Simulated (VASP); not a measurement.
Here is a VASP 6.6.1 calculation.

Contents of INCAR:

```
SYSTEM = PbS
  PREC = Accurate
  ENCUT = 520
  EDIFF = 1E-6
  ISMEAR = 0
  SIGMA = 0.025
  LREAL = .FALSE.
  LASPH = .TRUE.
  NELM = 100
  ALGO = Normal
  ISIF = 2
  LWAVE = .FALSE.
  LCHARG = .FALSE.
  GGA = PE
  NBANDS = 17
```

KPOINTS

```
regular mesh
0
G
  8 8 8
  0 0 0
```

File POSCAR:

```
PbS
1.0
    0.0000000000      2.9657500000      2.9657500000
    2.9657500000      0.0000000000      2.9657500000
    2.9657500000      2.9657500000      0.0000000000
Pb S
1 1
Direct
    0.0000000000      0.0000000000      0.0000000000
    0.5000000000      0.5000000000      0.5000000000
```

Potentials or basis: VASP PAW PBE potentials, release 64 (Pb_d, S).

Run with:

```console
$ cat potpaw_PBE.64/Pb_d/POTCAR potpaw_PBE.64/S/POTCAR > POTCAR
$ mpirun -np 1 vasp_std > vasp.out
```

(1) What does it give for the band gap on the k mesh?

(2) Predict the pressure.

Answers

(1) 0.36 eV, direct.

(2) 2.1 GPa.

Caveat: spin-orbit coupling is left out, which moves the levels of the heavy elements.
